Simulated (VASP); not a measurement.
Ru, 2 atoms in the cell. Symmetry: P6_3/mmc, No. 194, hexagonal system. Conventional cell: a = 2.691 Å, b = 2.691 Å, c = 4.249 Å, α = 90.00°, β = 90.00°, γ = 120.00°. Ru (site symmetry -6m2) has 12 Ru at 2.63 to 2.69 Å within 3.5 Å. 

* Program: VASP 6.6.1
* Task: single point
* Functional: PBEsol
* Potentials or basis: VASP PAW PBE potentials, release 64 (Ru_pv)
* Cutoff: 520 eV
* k mesh: 19 × 19 × 10
* Occupations: fermi-dirac, width 0.08 eV
* Spin: no spin polarisation
* Dipole correction: no
* Further INCAR settings: ALGO = Normal; EDIFF = 1e-07; NBANDS = 21

Potentials or basis: VASP PAW PBE potentials, release 64 (Ru_pv).

Run with:

```console
$ cat potpaw_PBE.64/Ru_pv/POTCAR > POTCAR
$ mpirun -np 1 vasp_std > vasp.out
```

Hardware: 1 thread of Intel(R) Xeon(R) 6975P-C (Granite Rapids), on a shared host.

Q: Estimate the wall time of this run.

A: Run time: 44 s on 1 thread of Intel(R) Xeon(R) 6975P-C (Granite Rapids) (shared host), peak memory 0.21 GiB. Counts: scf iterations 12, k points 240.
